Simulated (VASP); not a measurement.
## C: single point with PBEsol

Crystal: C.

```
C
1.0
     2.12732   -1.22828    0.00000
     2.12732    1.22828    0.00000
    -1.37907    0.00000    3.50283
C
2
Direct
  0.83336 0.83336 0.00009
  0.16664 0.16664 0.99991
```

```json
{
 "Program": "VASP 6.6.1",
 "Task": "single point",
 "Functional": "PBEsol",
 "Potentials or basis": "VASP PAW PBE potentials, release 64 (C)",
 "Cutoff": "600 eV",
 "k mesh": "11 × 11 × 7",
 "Occupations": "fermi-dirac, width 0.5 eV",
 "Spin": "no spin polarisation",
 "Dipole correction": "no",
 "Further INCAR settings": "ALGO = Normal; EDIFF = 1e-06; NBANDS = 11"
}
```

| Property | Result |
| --- | --- |
| Pressure | 1.6 GPa |
| Largest force | 0.005 eV/Å |
| Band gap on the k mesh | 1.12 eV, direct |

Forces in eV/Å, atoms in the order of the input:
```
C    0.002  0.000 -0.005
C   -0.002  0.000  0.005
```

Stress tensor (GPa, compression positive):
```
 2.37  0.00 -0.02
 0.00  2.31  0.00
-0.02  0.00  0.06
```

Levels at points of the mesh, in eV from the valence-band top:
```csv
k point,band 1,band 2,band 3,band 4,band 5,band 6,band 7,band 8,band 9
"(0.00, 0.00, 0.00)",-19.18,-6.38,-2.49,-2.48,4.18,8.89,8.89,12.02,13.45
```

It took 62 s on 1 thread of Intel Xeon 8259CL, with other jobs on the host, peak memory 0.16 GiB.

Caveat: the PAW data sets were made with another functional, which shifts forces and pressure a little; this functional lacks dispersion, which binds the layers, so the pressure and a relaxed spacing across them are unreliable. A k mesh can miss the band edges.
